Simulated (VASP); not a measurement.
## KI2: single point with PBE

The system is KI2.

```
CELL_PARAMETERS angstrom
4.58745 0.00000 0.00000
0.00000 4.58745 0.00000
0.00000 0.00000 6.48436
ATOMIC_POSITIONS crystal
K 0.00000 0.00000 0.00000
I 0.50000 0.50000 0.25292
I 0.50000 0.50000 0.74708
```

This cell differs from its parent crystal: volume scaled by 0.94, then relaxed in part.

```yaml
Program: VASP 6.6.1
Task: single point
Functional: PBE
Potentials_or_basis: VASP PAW PBE potentials, release 64 (K_sv, I)
Cutoff: 520 eV
k_mesh: 10 × 10 × 8
Occupations: gaussian, width 0.1 eV
Spin: no spin polarisation
```

| Item | Value |
| --- | --- |
| Pressure | 0.7 GPa |
| Largest force | 0.005 eV/Å |

Forces on the atoms (eV/Å):
```
K    0.000  0.000  0.000
I    0.000  0.000  0.005
I    0.000  0.000 -0.005
```

Levels at points of the mesh, in eV from the Fermi level:
| k point | band 7 | band 8 | band 9 | band 10 | band 11 | band 12 | band 13 | band 14 | band 15 | band 16 |
| --- | --- | --- | --- | --- | --- | --- | --- | --- | --- | --- |
| (0.00, 0.00, 0.00) | -4.72 | -2.21 | -2.21 | -1.10 | -1.10 | 1.23 | 2.73 | 3.72 | 5.91 | 5.92 |
| (0.50, 0.00, 0.00) | -4.52 | -3.46 | -2.22 | -1.89 | -0.95 | 1.27 | 3.66 | 4.58 | 5.69 | 6.01 |
| (0.50, 0.50, 0.00) | -4.47 | -3.09 | -3.09 | -1.91 | -1.91 | 1.36 | 3.46 | 4.87 | 4.87 | 6.42 |
| (0.00, 0.00, 0.50) | -2.29 | -2.29 | -1.74 | -1.74 | -1.69 | -1.69 | 3.59 | 3.89 | 3.94 | 5.91 |
| (0.50, 0.00, 0.50) | -2.92 | -2.69 | -2.20 | -2.07 | -1.75 | -1.58 | 4.82 | 5.23 | 5.26 | 6.07 |
| (0.50, 0.50, 0.50) | -2.63 | -2.63 | -2.53 | -2.53 | -2.09 | -2.05 | 4.41 | 4.56 | 6.80 | 6.80 |

Run time: 100 s on 1 thread of Intel(R) Xeon(R) 6975P-C (Granite Rapids), with other jobs on the host, peak memory 0.4 GiB.

Caveat: spin-orbit coupling is left out, which moves the levels of the heavy elements; an odd number of electrons without spin polarisation forces a metal; a magnetic or distorted state may lie lower.
